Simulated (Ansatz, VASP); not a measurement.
## One calculation of C, two programs

The input INCAR:

```
  ALGO = Normal
  EDIFF = 1E-6
  ENCUT = 520
  GGA = PE
  ISIF = 2
  ISMEAR = 0
  LASPH = T
  LCHARG = F
  LREAL = F
  LWAVE = F
  NBANDS = 11
  NELM = 100
  PREC = Accurate
  SIGMA = 0.02
```

The input KPOINTS:

```
k-points
0
Gamma
  12 12 12
```

The input POSCAR:

```
C
1.0
    0.0589235360      1.9067042760      1.8188183240
    1.8362599760      0.0567477880      1.8209940720
    1.8304104240      1.9030304720      0.0625973400
C
2
Direct
    0.5596052484      0.4440394752      0.5120219805
    0.6903947516      0.8059605248      0.7379780195
```

Input for Ansatz:

```yaml
crystal:
  lattice:
    - [0.058923536, 1.906704276, 1.818818324]
    - [1.836259976, 0.056747788, 1.820994072]
    - [1.830410424, 1.903030472, 0.06259734]
  atoms:
    - { symbol: C, position: [0.5596052484, 0.4440394752, 0.5120219805] }
    - { symbol: C, position: [0.6903947516, 0.8059605248, 0.7379780195] }
basis:
  ecutwfc: 420
kpoints:
  mp_grid: { grid: [12, 12, 12] }
hamiltonian:
  xc: pbe
scf:
  occupations: { method: gaussian, width: 0.02 }
output:
  forces: true
  stress: true
  eigenvalues: true
  populations: true
```

Change from the starting cell: all atoms moved at random, cell strained at random.

Alike in both runs: task single point; functional PBE; k mesh 12 × 12 × 12; occupations gaussian, width 0.02 eV; no spin polarisation.

|  | VASP | Ansatz |
| --- | --- | --- |
| version | VASP 6.6.1 | Ansatz 0.2.0 |
| potentials or method | VASP PAW PBE potentials, release 64 (C), cutoff 520 eV | scalar-relativistic, plane waves, PAW |
| valence electrons in the cell | 8 | 8 |

|  | VASP | Ansatz | Ansatz less VASP |
| --- | --- | --- | --- |
| gap on the k mesh at the Fermi level (eV) | none | none | - |
| pressure (GPa) | 4.5 | 4.1 | -0.40 |
| traceless stress, the component that is largest in VASP (GPa) | -42.37 | -42.15 | +0.215 |
| rms of the force components (eV/Å) | 5.334 | 5.312 | -0.0217 |

Atom by atom the forces differ by 0.023 eV/Å (rms over components). A gap of «none» marks a metal or a gap that the smearing closes.
